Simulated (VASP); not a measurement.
AlCu3, 4 atoms in the cell. Symmetry: Pm-3m, No. 221, cubic system. Conventional cell: a = 3.589 Å, b = 3.589 Å, c = 3.589 Å, α = 90.00°, β = 90.00°, γ = 90.00°. Within 3.3 Å of Al (site symmetry m-3m) lie 12 Cu at 2.54 Å. Within 3.3 Å of Cu (site symmetry 4/mmm) lie 4 Al at 2.54 Å and 8 Cu at 2.54 Å. 

| Quantity | Value |
| --- | --- |
| Program | VASP 6.6.1 |
| Task | single point |
| Functional | LDA |
| Potentials or basis | VASP PAW LDA potentials, release 64 (Al, Cu) |
| Cutoff | 520 eV |
| k mesh | 12 × 12 × 12 |
| Occupations | gaussian, width 0.15 eV |
| Spin | no spin polarisation |
| Dipole correction | no |
| Further INCAR settings | ALGO = Normal; EDIFF = 1e-06; NBANDS = 26 |

Potentials or basis: VASP PAW LDA potentials, release 64 (Al, Cu).

The run is started by

```bash
$ cat potpaw_LDA.64/Al/POTCAR potpaw_LDA.64/Cu/POTCAR > POTCAR
$ mpirun -np 1 vasp_std > vasp.out
```

Hardware: 1 thread of Intel(R) Xeon(R) Platinum 8559C (Emerald Rapids), on a shared host.

Problem. How long does it take, and how much memory?

Solution. Run time: 37 s on 1 thread of Intel(R) Xeon(R) Platinum 8559C (Emerald Rapids), on a shared host, peak memory 0.2 GiB. Counts: scf iterations 13, k points 84.
